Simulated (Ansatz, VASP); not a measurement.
# Mo in VASP and in Ansatz

```
Mo
1.0
    -1.55656    1.55656    1.55656
     1.55656   -1.55656    1.55656
     1.55656    1.55656   -1.55656
Mo
1
Direct
  0.00000 0.00000 0.00000
```

Alike in both runs: task single point; functional LDA; k mesh 14 × 14 × 14; occupations fermi-dirac, width 0.1 eV; no spin polarisation.

|  | VASP | Ansatz |
| --- | --- | --- |
| version | VASP 6.6.1 | Ansatz 0.2.0 |
| potentials or method | VASP PAW LDA potentials, release 64 (Mo_sv), cutoff 520 eV | plane waves (420 eV) with PAW, scalar-relativistic |
| valence electrons in the cell | 14 | 14 |

|  | VASP | Ansatz | Ansatz less VASP |
| --- | --- | --- | --- |
| pressure (GPa) | 1.2 | 0.0 | -1.20 |

Ansatz warns that its potentials were made for another functional, while VASP's fit it. LDA's correlation is that of Perdew and Zunger in VASP and of Perdew and Wang (1992) in Ansatz.
